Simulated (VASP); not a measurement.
Au:

```xyz
1
Lattice="-1.6573 1.6573 1.6573 1.6573 -1.6573 1.6573 1.6573 1.6573 -1.6573" Properties=species:S:1:pos:R:3 pbc="T T T"
Au    0.0000    0.0000    0.0000
```

| Item | Value |
| --- | --- |
| Program | VASP 6.6.1 |
| Task | relaxation of cell and atoms |
| Functional | revPBE |
| Dispersion | D3(BJ) |
| Potentials or basis | VASP PAW PBE potentials, release 64 (Au) |
| Cutoff | 600 eV |
| k mesh | 11 × 11 × 11 |
| Occupations | fermi-dirac, width 0.05 eV |
| Spin | no spin polarisation |

At the start: pressure -9.0 GPa; volume 18.21 Å³/atom.

Where does the relaxation end?

Over 4 steps the energy falls by 35.9 meV/atom and the volume is 17.02 Å³/atom (-6.5 %); space group Im-3m (No. 229, to 0.05 Å).

Step by step:
| step | energy change (eV) | largest force (eV/Å) | pressure (GPa) | volume (Å³) |
| --- | --- | --- | --- | --- |
| 1 | 0.0000 | 0.0000 | -8.99 | 18.21 |
| 2 | 0.0334 | 0.0000 | 17.84 | 15.64 |
| 3 | -0.0359 | 0.0000 | -0.20 | 17.04 |
| 4 | -0.0359 | 0.0000 | 0.02 | 17.02 |

Final structure:
```
Au
1.0
    -1.62048    1.62048    1.62048
     1.62048   -1.62048    1.62048
     1.62048    1.62048   -1.62048
Au
1
Direct
  0.00000 0.00000 0.00000
```

Caveat: the PAW data sets were made with another functional, which shifts forces and pressure a little; pairwise dispersion overbinds metals, which lowers pressure and volume.
